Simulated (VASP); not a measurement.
Input of a VASP 6.6.1 run:

File INCAR:

```
SYSTEM = La2SbAs3
PREC = Accurate
ENCUT = 520
EDIFF = 1E-6
ISMEAR = 0
SIGMA = 0.1
LREAL = .FALSE.
LASPH = .TRUE.
NELM = 60
ALGO = Fast
ISIF = 2
LWAVE = .FALSE.
LCHARG = .TRUE.
GGA = PE
LELF = .TRUE.
LVHAR = .TRUE.
NBANDS = 30
```

File KPOINTS:

```
Automatic mesh
0
G
  6 6 2
  0 0 0
```

File POSCAR:

```
La2SbAs3
1.0
    4.5339897200      0.0000000000      0.0000000000
   -2.2669948600      3.9265502800      0.0000000000
    0.0000000000      0.0000000000      8.9502054800
La Sb As
2 1 3
Direct
    0.3333333300      0.6666666700      0.7520078400
    0.3333333300      0.6666666700      0.2479921600
    0.6666666700      0.3333333300      0.5000000000
    0.6666666700      0.3333333300      0.0000000000
    0.0000000000      0.0000000000      0.5000000000
    0.0000000000      0.0000000000      0.0000000000
```

Potentials or basis: VASP PAW PBE potentials, release 64 (La, Sb, As).

Command:

```sh
$ cat potpaw_PBE.64/La/POTCAR potpaw_PBE.64/Sb/POTCAR potpaw_PBE.64/As/POTCAR > POTCAR
$ mpirun -np 1 vasp_std > vasp.out
```

**Question.** What does it give for the pressure?

**Answer.** 1.0 GPa.

**Question.** Estimate the band gap on the k mesh.

**Answer.** Zero (bands 21 and 22 overlap by 2.16 eV).

Forces in eV/Å, atoms in the order of the input:
```
La   0.000  0.000  0.455
La   0.000  0.000 -0.455
Sb   0.000  0.000  0.000
As   0.000  0.000  0.000
As   0.000  0.000  0.000
As   0.000  0.000  0.000
```

Caveat: the stress differs along the axes, from -7 to 5 GPa; spin-orbit coupling is left out, which moves the levels of the heavy elements.
